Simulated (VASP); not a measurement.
# CoSi2 (Fm-3m) in VASP: notebook

The runs below take CoSi2 through single point, relaxation of cell and atoms, with PBEsol.

All numbers are computed with VASP 6.6.1; they aren't measurements. Logs are shortened: lines on timing, memory, paths and dates and some standing lists are left out, and cuts for length are marked.

## Step 1: The cell of the first run

It takes space group Fm-3m (No. 225, cubic). The conventional cell has a = 5.312 Å, b = 5.312 Å, c = 5.312 Å, α = 90.00°, β = 90.00°, γ = 90.00°. Co (site symmetry m-3m) has 8 Si at 2.30 Å within 3.0 Å. Si (site symmetry -43m) has 4 Co at 2.30 Å and 6 Si at 2.66 Å within 3.0 Å.

## Step 2: Single point, PBEsol

The input, INCAR:

```
SYSTEM = CoSi2
  ALGO = Normal
  EDIFF = 1E-7
  ENCUT = 520
  GGA = PS
  ISIF = 2
  ISMEAR = 0
  LASPH = .TRUE.
  LCHARG = .FALSE.
  LREAL = .FALSE.
  LWAVE = .FALSE.
  NBANDS = 16
  NELM = 80
  PREC = Accurate
  SIGMA = 0.1
```

The input, KPOINTS:

```
k-points
0
G
  14 14 14
  0 0 0
```

The input, POSCAR:

```
CoSi2
1.0
    0.0000000000      2.6562476104      2.6562476104
    2.6562476104      0.0000000000      2.6562476104
    2.6562476104      2.6562476104      0.0000000000
Co Si
1 2
Direct
    0.0000000000      0.0000000000      0.0000000000
    0.2500000000      0.2500000000      0.2500000000
    0.7500000000      0.7500000000      0.7500000000
```

Potentials or basis: VASP PAW PBE potentials, release 64 (Co, Si).

Command:

```
$ cat potpaw_PBE.64/Co/POTCAR potpaw_PBE.64/Si/POTCAR > POTCAR
$ mpirun -np 1 vasp_std > vasp.out
```

OUTCAR:

```text
SYSTEM = CoSi2
   EDIFF = 1E-7
   ENCUT = 520
   GGA = PS
   ISIF = 2
   ISMEAR = 0
   LASPH = .TRUE.
   LREAL = .FALSE.
   NELM = 80
   PREC = Accurate

 ion  position               nearest neighbor table
   1  0.000  0.000  0.000-   3 2.30   3 2.30   3 2.30   2 2.30   3 2.30   2 2.30   2 2.30   2 2.30

   2  0.250  0.250  0.250-   1 2.30   1 2.30   1 2.30   1 2.30   3 2.66   3 2.66   3 2.66   3 2.66
                             3 2.66   3 2.66
   3  0.750  0.750  0.750-   1 2.30   1 2.30   1 2.30   1 2.30   2 2.66   2 2.66   2 2.66   2 2.66
                             2 2.66   2 2.66

  LATTYP: Found a face centered cubic cell.
 ALAT       =     5.3124952208

  Lattice vectors:

 A1 = (   0.0000000000,   2.6562476104,   2.6562476104)
 A2 = (   2.6562476104,   0.0000000000,   2.6562476104)
 A3 = (   2.6562476104,   2.6562476104,   0.0000000000)

Analysis of symmetry for initial positions (statically):
=====================================================================
 Subroutine PRICEL returns:
 Original cell was already a primitive cell.

 Routine SETGRP: Setting up the symmetry group for a
 face centered cubic supercell.

 Subroutine GETGRP returns: Found 48 space group operations
 (whereof 48 operations were pure point group operations)
 out of a pool of 48 trial point group operations.

The static configuration has the point symmetry O_h .

Analysis of symmetry for dynamics (positions and initial velocities):
=====================================================================
 Subroutine PRICEL returns:
 Original cell was already a primitive cell.

 Routine SETGRP: Setting up the symmetry group for a
 face centered cubic supercell.

 Subroutine GETGRP returns: Found 48 space group operations
 (whereof 48 operations were pure point group operations)
 out of a pool of 48 trial point group operations.

The dynamic configuration has the point symmetry O_h .

 Subroutine INISYM returns: Found 48 space group operations
 (whereof 48 operations are pure point group operations),
 and found     1 'primitive' translations

----------------------------------------------------------------------------------------

                                     Primitive cell

  volume of cell :      37.4831

  direct lattice vectors                    reciprocal lattice vectors
     0.000000000  2.656247610  2.656247610    -0.188235463  0.188235463  0.188235463
     2.656247610  0.000000000  2.656247610     0.188235463 -0.188235463  0.188235463
     2.656247610  2.656247610  0.000000000     0.188235463  0.188235463 -0.188235463

  length of vectors
     3.756501396  3.756501396  3.756501396     0.326033386  0.326033386  0.326033386

  position of ions in fractional coordinates (direct lattice)
     0.000000000  0.000000000  0.000000000
     0.250000000  0.250000000  0.250000000
     0.750000000  0.750000000  0.750000000

  ion indices of the primitive-cell ions
   primitive index   ion index
                 1           1
                 2           2
                 3           3

----------------------------------------------------------------------------------------

 KPOINTS: k-points

Automatic generation of k-mesh.
 Grid dimensions read from file:
 generate k-points for:   14   14   14

 Generating k-lattice:

  Cartesian coordinates                     Fractional coordinates (reciprocal lattice)
    -0.013445390  0.013445390  0.013445390     0.071428571  0.000000000  0.000000000
     0.013445390 -0.013445390  0.013445390     0.000000000  0.071428571  0.000000000
     0.013445390  0.013445390 -0.013445390     0.000000000  0.000000000  0.071428571

  Length of vectors
     0.023288099  0.023288099  0.023288099

  Shift w.r.t. Gamma in fractional coordinates (k-lattice)
     0.000000000  0.000000000  0.000000000

 Subroutine IBZKPT returns following result:
 ===========================================

 Found    104 irreducible k-points:

 Following reciprocal coordinates:
            Coordinates               Weight
  0.000000  0.000000  0.000000      1.000000
  0.071429  0.000000  0.000000      8.000000
  0.142857  0.000000  0.000000      8.000000
  0.214286  0.000000  0.000000      8.000000
  0.285714  0.000000  0.000000      8.000000
  0.357143  0.000000  0.000000      8.000000
[... 16 lines left out ...]
  0.214286  0.142857  0.000000     24.000000
  0.285714  0.142857  0.000000     24.000000
 [... further k-points ...]
   k-points           NKPTS =    104   k-points in BZ     NKDIM =    104   number of bands    NBANDS=     16
   number of dos      NEDOS =    301   number of ions     NIONS =      3
   total plane-waves  NPLWV =  21952
   dimension x,y,z NGX =    28 NGY =   28 NGZ =   28
   dimension x,y,z NGXF=    56 NGYF=   56 NGZF=   56
   ions per type =               1   2
   NGX,Y,Z   is equivalent  to a cutoff of  12.39, 12.39, 12.39 a.u.
   NGXF,Y,Z  is equivalent  to a cutoff of  24.78, 24.78, 24.78 a.u.
 SYSTEM =  CoSi2
   PREC   = accura    normal or accurate (medium, high low for compatibility)
   ISTART =      0    job   : 0-new  1-cont  2-samecut
   ICHARG =      2    charge: 1-file 2-atom 10-const
   ISPIN  =      1    spin polarized calculation?
   LNONCOLLINEAR =      F non collinear calculations
   LSORBIT =      F    spin-orbit coupling
   LASPH  =      T    aspherical Exc in radial PAW
   ENCUT  =  520.0 eV  38.22 Ry    6.18 a.u.   6.98  6.98  6.98*2*pi/ulx,y,z
   NELM   =     80;   NELMIN=  2; NELMDL= -5     # of ELM steps
   EDIFF  = 0.1E-06   stopping-criterion for ELM
   LREAL  =      F    real-space projection
   EDIFFG = 0.1E-05   stopping-criterion for IOM
   NSW    =      0    number of steps for IOM
   IBRION =     -1    ionic relax: 0-MD 1-quasi-New 2-CG
   NFREE  =      0    steps in history (QN), initial steepest desc. (CG)
   ISIF   =      2    stress and relaxation
   ISYM   =      2    0-nonsym 1-usesym 2-fastsym
   POTIM  = 0.5000    time-step for ionic-motion
   TEBEG  =    0.0;   TEEND  =   0.0 temperature during run
   PSTRESS=    0.0 pullay stress
   NELECT =      17.0000    total number of electrons
   NUPDOWN=      -1.0000    fix difference up-down
   EMIN   =  10.00;   EMAX   =-10.00  energy-range for DOS
   EFERMI =   0.00;   METHOD = LEGACY
   ISMEAR =     0;   SIGMA  =   0.10  broadening in eV -4-tet -1-fermi 0-gaus
   EFERMI_NEDOS =   21; number of points for ismear=-14 and -15
   IALGO  =     38    algorithm
   IMIX   =      4    mixing-type and parameters
     AMIX     =   0.40;   BMIX     =  1.00
     AMIX_MAG =   1.60;   BMIX_MAG =  1.00
  volume/ion in A,a.u.               =      12.49        84.32
  Fermi-wavevector in a.u.,A,eV,Ry     =   1.257803  2.376903 21.525343  1.582068
  Thomas-Fermi vector in A             =   2.391444
   LORBIT       =      0    0 simple, 1 ext, 2 COOP (PROOUT), +10 PAW based schemes
   GGA     = PS    functional components
   LHFCALC =     F    Hartree Fock is set to
   AEXX    =    0.0000 exact exchange contribution
   IVDW    =     0    specifies the selected vdW correction
   LEPSILON=     F    determine dielectric tensor
   LRPA    =     F    only Hartree local field effects (RPA)
 non-spin polarized calculation
 Gauss-broadening in eV      SIGMA  =   0.10
  energy-cutoff  :      520.00
  volume of cell :       37.48
 maximum number of plane-waves:      1026
   NGX = 13   NGY = 13   NGZ = 13

 number of electron      17.0000005 magnetization

 Free energy of the ion-electron system (eV)
  ---------------------------------------------------
  ext. energy  EPLUGINS =         0.00000000
  ---------------------------------------------------
  free energy    TOTEN  =       -20.98440179 eV

  energy without entropy =      -20.97927093  energy(sigma->0) =      -20.98183636

 E-fermi :  10.3461     XC(G=0): -11.9678

 val. band max:       10.2590578621   @ k =   0.4286   0.0714   0.0000
 cond. band min:      10.3475654124   @ k =   0.4286   0.2143   0.0714
 fundamental gap:      0.0885075504
 Fermi energy:        10.3460511551

 k-point     1 :       0.0000    0.0000    0.0000
  band No.  band energies     occupation
      1      -2.9804      2.00000
      2       6.1374      2.00000
      3       6.1374      2.00000
      4       6.1374      2.00000
      5       8.3427      2.00000
      6       8.3427      2.00000
[... 8 lines left out ...]
     15      16.0936      0.00000
     16      16.0936      0.00000

 k-point     2 :       0.0714    0.0000    0.0000
  band No.  band energies     occupation
      1      -2.9013      2.00000
      2       5.9510      2.00000
      3       6.1657      2.00000
      4       6.1657      2.00000
      5       8.3180      2.00000
      6       8.3180      2.00000
[... 8 lines left out ...]
     15      15.8067      0.00000
     16      15.9426      0.00000

 k-point     3 :       0.1429    0.0000    0.0000
  band No.  band energies     occupation
      1      -2.6652      2.00000
      2       5.4362      2.00000
      3       6.2453      2.00000
      4       6.2453      2.00000
      5       8.2588      2.00000
      6       8.2588      2.00000
[... 8 lines left out ...]
     15      15.7070      0.00000
     16      16.3787      0.00000

 k-point     4 :       0.2143    0.0000    0.0000
  band No.  band energies     occupation
      1      -2.2753      2.00000
      2       4.6769      2.00000
      3       6.3593      2.00000
      4       6.3593      2.00000
      5       8.2051      2.00000
      6       8.2051      2.00000
[... 8 lines left out ...]
     15      16.5334      0.00000
     16      17.4516      0.00000
[... 324 lines left out ...]
 k-point    22 :       0.1429    0.1429    0.0000
  band No.  band energies     occupation
      1      -2.5601      2.00000
      2       5.5268      2.00000
      3       6.1628      2.00000
      4       6.1628      2.00000
      5       7.9271      2.00000
      6       8.4500      2.00000
[... 8 lines left out ...]
     15      16.8532      0.00000
     16      16.8532      0.00000

 k-point    23 :       0.2143    0.1429    0.0000
  band No.  band energies     occupation
      1      -2.2740      2.00000
      2       5.0993      2.00000
      3       6.2026      2.00000
      4       6.2420      2.00000
      5       7.6987      2.00000
      6       8.4890      2.00000
[... 8 lines left out ...]
     15      17.7392      0.00000
     16      17.8692      0.00000

 k-point    24 :       0.2857    0.1429    0.0000
  band No.  band energies     occupation
      1      -1.8370      2.00000
      2       4.4078      2.00000
      3       6.2824      2.00000
      4       6.3533      2.00000
      5       7.5012      2.00000
      6       8.5280      2.00000
[... 8 lines left out ...]
     15      18.7536      0.00000
     16      19.0387      0.00000

 [... further k-points ...]
[... 5 lines left out ...]
  --------------------------------------------------------------------------------------
  -------------------------------------------------------------------------------------
  Total        0.0188170      0.0188170      0.0188170      0.0000000     -0.0000000     -0.0000000
  in kB        0.8043140      0.8043140      0.8043140      0.0000000     -0.0000000     -0.0000000
  external PRESSURE =       0.8043140 kB  Pullay stress =       0.0000000 kB

 VOLUME and BASIS-vectors are now :
 -----------------------------------------------------------------------------
  energy-cutoff  :      520.00
  volume of cell :       37.48
      direct lattice vectors                 reciprocal lattice vectors
     0.000000000  2.656247610  2.656247610    -0.188235463  0.188235463  0.188235463
     2.656247610  0.000000000  2.656247610     0.188235463 -0.188235463  0.188235463
     2.656247610  2.656247610  0.000000000     0.188235463  0.188235463 -0.188235463

 POSITION                                       TOTAL-FORCE (eV/Angst)
 -----------------------------------------------------------------------------------
      0.00000      0.00000      0.00000        -0.000000     -0.000000     -0.000000
      1.32812      1.32812      1.32812         0.000000      0.000000      0.000000
      3.98437      3.98437      3.98437        -0.000000     -0.000000     -0.000000
 -----------------------------------------------------------------------------------
    total drift:                               -0.000000     -0.000000      0.000000

  FREE ENERGIE OF THE ION-ELECTRON SYSTEM (eV)
  ---------------------------------------------------
  free  energy   TOTEN  =       -20.9844017863 eV

  energy  without entropy=      -20.9792709301  energy(sigma->0) =      -20.98183636
```

Run time: 98 s. Hardware: 1 thread of Intel Xeon Platinum 8488C (Sapphire Rapids), shared host; peak memory 0.19 GiB.

Results:

```yaml
Free_energy: -20.9844 eV
Pressure: 0.1 GPa
```

Caveat: the PAW data sets were made with another functional, which shifts forces and pressure a little.

## Step 3: Relaxation of cell and atoms, PBEsol

This run uses another cell than the first one, of 12.83 Å³/atom, 1.027 times its volume.

The input, INCAR:

```
  ALGO = Normal
  EDIFF = 1E-7
  EDIFFG = -0.005
  ENCUT = 600
  GGA = PS
  IBRION = 2
  ISIF = 3
  ISMEAR = 0
  LASPH = T
  LCHARG = F
  LREAL = F
  LWAVE = F
  NELM = 100
  NSW = 70
  PREC = Accurate
  SIGMA = 0.1
```

The input, KPOINTS:

```
k-points
0
Gamma
  14 14 14
```

The input, POSCAR:

```
CoSi2
1.0
    0.0000000000      2.6799219270      2.6799219270
    2.6799219270      0.0000000000      2.6799219270
    2.6799219270      2.6799219270      0.0000000000
Co Si
1 2
Direct
    0.0000000000      0.0000000000      0.0000000000
    0.2500000000      0.2500000000      0.2500000000
    0.7500000000      0.7500000000      0.7500000000
```

Potentials or basis: VASP PAW PBE potentials, release 64 (Co, Si).

Command:

```
$ cat potpaw_PBE.64/Co/POTCAR potpaw_PBE.64/Si/POTCAR > POTCAR
$ mpirun -np 1 vasp_std > vasp.out
```

It took 4.1 min on 1 thread of Intel Xeon Platinum 8488C (Sapphire Rapids), shared host; peak memory 0.22 GiB.

The run converged. Its results:

```
Free energy                            : -20.9846 eV
Relaxed volume                         : 12.50 Å³/atom
Relaxed cell                           : a = 3.757 Å, b = 3.757 Å, c = 3.757 Å, α = 60.00°, β = 60.00°, γ = 60.00°
Space group after relaxing (to 0.05 Å) : Fm-3m (No. 225)
Energy gained by relaxing              : 5.1 meV/atom
Ionic steps                            : 3
Pressure after relaxing                : 0.0 GPa
```

Step by step:
```
step  energy change (eV)  largest force (eV/Å)  pressure (GPa)  volume (Å³)
   1              0.0000                0.0000           -4.86        38.49
   2              0.0066                0.0000            6.36        36.36
   3             -0.0154                0.0000           -0.04        37.51
```

Final structure:
```
CELL_PARAMETERS angstrom
0.00000 2.65679 2.65679
2.65679 0.00000 2.65679
2.65679 2.65679 0.00000
ATOMIC_POSITIONS crystal
Co 0.00000 0.00000 0.00000
Si 0.25000 0.25000 0.25000
Si 0.75000 0.75000 0.75000
```

Levels at points of the mesh, in eV from the Fermi level:
| k point | band 5 | band 6 | band 7 | band 8 | band 9 | band 10 | band 11 | band 12 |
| --- | --- | --- | --- | --- | --- | --- | --- | --- |
| (0.00, 0.00, 0.00) | -2.00 | -2.00 | 1.01 | 3.42 | 3.42 | 3.51 | 3.51 | 3.51 |
| (0.50, 0.00, 0.00) | -2.26 | -1.71 | -1.71 | -0.49 | -0.49 | 2.72 | 3.48 | 3.48 |
| (0.50, 0.50, 0.00) | -3.74 | -2.05 | -2.05 | -2.01 | -1.40 | 1.66 | 2.87 | 8.60 |

Caveat: the PAW data sets were made with another functional, which shifts forces and pressure a little. Spin polarisation is off, so any magnetic state and its effect on volume and gap are missing.
